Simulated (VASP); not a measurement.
# Re (R-3m) in VASP: notebook

Runs on Re. Level: PBE. Tasks: single point.

Program: VASP 6.6.1. These are calculated values, not measurements. Logs are shortened: lines on timing, memory, paths and dates and some standing lists are left out, and cuts for length are marked.

### Step 1. The cell of the first run

Symmetry: R-3m, No. 166, trigonal system. Conventional cell: a = 2.740 Å, b = 2.740 Å, c = 20.096 Å, α = 90.00°, β = 90.00°, γ = 120.00°. Re (site symmetry -3m) has 12 Re at 2.74 Å within 3.6 Å. Re (site symmetry 3m) has 12 Re at 2.73 to 2.74 Å within 3.6 Å.

### Step 2. Single point, PBE (equal xx and yy strain of -1 %)

INCAR reads:

```
PREC = Accurate ; ENCUT = 520
EDIFF = 1E-7 ; ISMEAR = -1
SIGMA = 0.05 ; LREAL = F
LASPH = T ; NELM = 80
ALGO = Normal ; ISIF = 2
LWAVE = F ; LCHARG = F
GGA = PE ; NBANDS = 18
```

KPOINTS reads:

```
Automatic mesh
0
Gamma
  15 15 15
```

POSCAR reads:

```
Re
1.0
    1.3700839209      0.7910183205      6.6986080885
   -1.3700839209      0.7910183205      6.6986080885
    0.0000000000     -1.5820366411      6.6986080885
Re
3
Direct
    0.0000000000      0.0000000000      0.0000000000
    0.2221738800      0.2221738800      0.2221738800
    0.7778261200      0.7778261200      0.7778261200
```

Potentials or basis: VASP PAW PBE potentials, release 64 (Re).

Run with:

```console
$ cat potpaw_PBE.64/Re/POTCAR > POTCAR
$ mpirun -np 1 vasp_std > vasp.out
```

OUTCAR:

```text
PREC = Accurate
   ENCUT = 520
   EDIFF = 1E-7
   ISMEAR = -1
   LREAL = F
   LASPH = T
   NELM = 80
   ISIF = 2
   GGA = PE

 ion  position               nearest neighbor table
   1  0.000  0.000  0.000-   3 2.74   3 2.74   2 2.74   2 2.74   3 2.74   2 2.74
   2  0.222  0.222  0.222-   3 2.73   3 2.73   3 2.73   1 2.74   1 2.74   1 2.74
   3  0.778  0.778  0.778-   2 2.73   2 2.73   2 2.73   1 2.74   1 2.74   1 2.74

  LATTYP: Found a trigonal (rhomboedric) cell.
 ALAT       =     6.8828911263
 COS(alpha) =     0.9207530539

  Lattice vectors:

 A1 = (   1.3700839209,   0.7910183205,   6.6986080885)
 A2 = (  -1.3700839209,   0.7910183205,   6.6986080885)
 A3 = (   0.0000000000,  -1.5820366411,   6.6986080885)

Analysis of symmetry for initial positions (statically):
=====================================================================
 Subroutine PRICEL returns:
 Original cell was already a primitive cell.

 Routine SETGRP: Setting up the symmetry group for a
 trigonal (rhombohedral) supercell.

 Subroutine GETGRP returns: Found 12 space group operations
 (whereof 12 operations were pure point group operations)
 out of a pool of 12 trial point group operations.

The static configuration has the point symmetry D_3d.

Analysis of symmetry for dynamics (positions and initial velocities):
=====================================================================
 Subroutine PRICEL returns:
 Original cell was already a primitive cell.

 Routine SETGRP: Setting up the symmetry group for a
 trigonal (rhombohedral) supercell.

 Subroutine GETGRP returns: Found 12 space group operations
 (whereof 12 operations were pure point group operations)
 out of a pool of 12 trial point group operations.

The dynamic configuration has the point symmetry D_3d.

 Subroutine INISYM returns: Found 12 space group operations
 (whereof 12 operations are pure point group operations),
 and found     1 'primitive' translations

----------------------------------------------------------------------------------------

                                     Primitive cell

  volume of cell :      43.5582

  direct lattice vectors                    reciprocal lattice vectors
     1.370083921  0.791018320  6.698608089     0.364941149  0.210698870  0.049761582
    -1.370083921  0.791018320  6.698608089    -0.364941149  0.210698870  0.049761582
     0.000000000 -1.582036641  6.698608089     0.000000000 -0.421397741  0.049761582

[... 84 lines left out ...]
   NELM   =     80;   NELMIN=  2; NELMDL= -5     # of ELM steps
   EDIFF  = 0.1E-06   stopping-criterion for ELM
   LREAL  =      F    real-space projection
   EDIFFG = 0.1E-05   stopping-criterion for IOM
   NSW    =      0    number of steps for IOM
   IBRION =     -1    ionic relax: 0-MD 1-quasi-New 2-CG
   NFREE  =      0    steps in history (QN), initial steepest desc. (CG)
   ISIF   =      2    stress and relaxation
   ISYM   =      2    0-nonsym 1-usesym 2-fastsym
   POTIM  = 0.5000    time-step for ionic-motion
   TEBEG  =    0.0;   TEEND  =   0.0 temperature during run
   PSTRESS=    0.0 pullay stress
   NELECT =      21.0000    total number of electrons
   NUPDOWN=      -1.0000    fix difference up-down
   EMIN   =  10.00;   EMAX   =-10.00  energy-range for DOS
   EFERMI =   0.00;   METHOD = LEGACY
   ISMEAR =    -1;   SIGMA  =   0.05  broadening in eV -4-tet -1-fermi 0-gaus
   EFERMI_NEDOS =   21; number of points for ismear=-14 and -15
   IALGO  =     38    algorithm
   IMIX   =      4    mixing-type and parameters
     AMIX     =   0.40;   BMIX     =  1.00
     AMIX_MAG =   1.60;   BMIX_MAG =  1.00
  volume/ion in A,a.u.               =      14.52        97.98
  Fermi-wavevector in a.u.,A,eV,Ry     =   1.283684  2.425811 22.420283  1.647844
  Thomas-Fermi vector in A             =   2.415922
   LORBIT       =      0    0 simple, 1 ext, 2 COOP (PROOUT), +10 PAW based schemes
   GGA     = PE    functional components
   LHFCALC =     F    Hartree Fock is set to
   AEXX    =    0.0000 exact exchange contribution
   IVDW    =     0    specifies the selected vdW correction
   LEPSILON=     F    determine dielectric tensor
   LRPA    =     F    only Hartree local field effects (RPA)
 non-spin polarized calculation
  energy-cutoff  :      520.00
  volume of cell :       43.56
 maximum number of plane-waves:      1187
 NGX is ok and might be reduce to    54
   NGX = 25   NGY = 25   NGZ = 25

 number of electron      21.0000001 magnetization

 Free energy of the ion-electron system (eV)
  ---------------------------------------------------
  ext. energy  EPLUGINS =         0.00000000
  ---------------------------------------------------
  free energy    TOTEN  =       -37.20573557 eV

  energy without entropy =      -37.18498811  energy(sigma->0) =      -37.19536184

 E-fermi :   8.1514     XC(G=0): -13.8044

 val. band max:        8.1511742753   @ k =   0.3333   0.2000   0.0667
 cond. band min:       8.1521051630   @ k =  -0.1333  -0.2000   0.0667
 fundamental gap:      0.0009308877
 Fermi energy:         8.1513902878

 k-point     1 :       0.0000    0.0000    0.0000
  band No.  band energies     occupation
      1      -1.9077      2.00000
      2       1.1383      2.00000
      3       1.1976      2.00000
      4       6.1851      2.00000
      5       6.1851      2.00000
      6       6.2435      2.00000
[... 481 lines left out ...]
      5       4.7755      2.00000
      6       5.3511      2.00000
[... 10 lines left out ...]
     17      12.0092      0.00000
     18      13.0093      0.00000

 [... further k-points ...]

------------------------ aborting loop because EDIFF is reached ----------------------------------------

  FORCE on cell =-STRESS in cart. coord.  units (eV):
  Direction    XX          YY          ZZ          XY          YZ          ZX
  --------------------------------------------------------------------------------------
  -------------------------------------------------------------------------------------
  Total        3.5627835      3.5627835      2.0621398      0.0000000     -0.0000000      0.0000000
  in kB      131.0480271    131.0480270     75.8506239      0.0000000     -0.0000000      0.0000000
  external PRESSURE =     112.6488927 kB  Pullay stress =       0.0000000 kB

 VOLUME and BASIS-vectors are now :
 -----------------------------------------------------------------------------
  energy-cutoff  :      520.00
  volume of cell :       43.56
      direct lattice vectors                 reciprocal lattice vectors
     1.370083921  0.791018320  6.698608089     0.364941149  0.210698870  0.049761582
    -1.370083921  0.791018320  6.698608089    -0.364941149  0.210698870  0.049761582
     0.000000000 -1.582036641  6.698608089     0.000000000 -0.421397741  0.049761582

 POSITION                                       TOTAL-FORCE (eV/Angst)
 -----------------------------------------------------------------------------------
      0.00000      0.00000      0.00000         0.000000     -0.000000     -0.000000
      0.00000     -0.00000      4.46477        -0.000000      0.000000     -0.059263
      0.00000     -0.00000     15.63106        -0.000000     -0.000000      0.059263
 -----------------------------------------------------------------------------------
    total drift:                                0.000000     -0.000000     -0.000000

  FREE ENERGIE OF THE ION-ELECTRON SYSTEM (eV)
  ---------------------------------------------------
  free  energy   TOTEN  =       -37.2057355711 eV

  energy  without entropy=      -37.1849881092  energy(sigma->0) =      -37.19536184
```

It took 23 min on 1 thread of Intel Xeon Platinum 8488C (Sapphire Rapids), shared host; peak memory 0.54 GiB.

Results:

* Free energy: -37.2057 eV
* Pressure: 11.3 GPa
* Largest force: 0.059 eV/Å
* Band gap on the k mesh: zero (an odd number of electrons rules out a gap without spin polarisation)

Forces on the atoms (eV/Å):
```
Re   0.000  0.000  0.000
Re   0.000  0.000 -0.059
Re   0.000  0.000  0.059
```

Caveat: the cell differs from its parent crystal (equal xx and yy strain of -1 %); the stress differs along the axes, from 8 to 13 GPa; spin-orbit coupling is left out, which moves the levels of the heavy elements.

### Step 3. Single point, PBE (equal xx and yy strain of +2 %)

INCAR reads:

```
SYSTEM = Re
ALGO     = Normal         ! electronic algorithm
EDIFF    = 1E-6           ! SCF threshold, eV
ENCUT    = 520            ! plane-wave cutoff, eV
GGA      = PE             ! functional
ISIF     = 2              ! what is computed and relaxed
ISMEAR   = -1             ! smearing method
LASPH    = .TRUE.         ! aspherical terms in the spheres
LCHARG   = .TRUE.         ! write CHGCAR
LELF     = .TRUE.         ! ELF
LREAL    = .FALSE.        ! projectors in reciprocal space
LVHAR    = .TRUE.       
LWAVE    = .FALSE.        ! write WAVECAR
NBANDS   = 18             ! bands
NELM     = 100            ! most SCF steps
PREC     = Accurate       ! precision mode
SIGMA    = 0.05           ! smearing width, eV
```

KPOINTS reads:

```
k-points
0
G
  15 15 15
  0 0 0
```

POSCAR reads:

```
Re
1.0
    1.4116016155      0.8149885727      6.6986080885
   -1.4116016155      0.8149885727      6.6986080885
    0.0000000000     -1.6299771454      6.6986080885
Re
3
Direct
    0.0000000000      0.0000000000      0.0000000000
    0.2221738800      0.2221738800      0.2221738800
    0.7778261200      0.7778261200      0.7778261200
```

Potentials or basis: VASP PAW PBE potentials, release 64 (Re).

Run with:

```console
$ cat potpaw_PBE.64/Re/POTCAR > POTCAR
$ mpirun -np 1 vasp_std > vasp.out
```

Wall time 20 min (1 thread of Intel Xeon Platinum 8488C (Sapphire Rapids), shared host); peak memory 0.55 GiB.

Results (log left out):

| Property | Result |
| --- | --- |
| Free energy | -37.1952 eV |
| Pressure | -10.7 GPa |
| Largest force | 0.034 eV/Å |
| Band gap on the k mesh | zero (an odd number of electrons rules out a gap without spin polarisation) |

Forces on the atoms (eV/Å):
```
Re   0.000  0.000  0.000
Re   0.000  0.000  0.034
Re   0.000  0.000 -0.034
```

Stress tensor (GPa, compression positive):
```
-13.00   0.00   0.00
  0.00 -13.00   0.00
  0.00   0.00  -6.24
```

Levels at points of the mesh, in eV from the Fermi level:
```
           k point  band 8  band 9  band 10  band 11  band 12  band 13
(0.00, 0.00, 0.00)   -1.47   -1.47    -1.28    -1.12    -1.12     0.44
```

Caveat: the cell differs from its parent crystal (equal xx and yy strain of +2 %); the stress differs along the axes, from -13 to -6 GPa; spin-orbit coupling is left out, which moves the levels of the heavy elements.
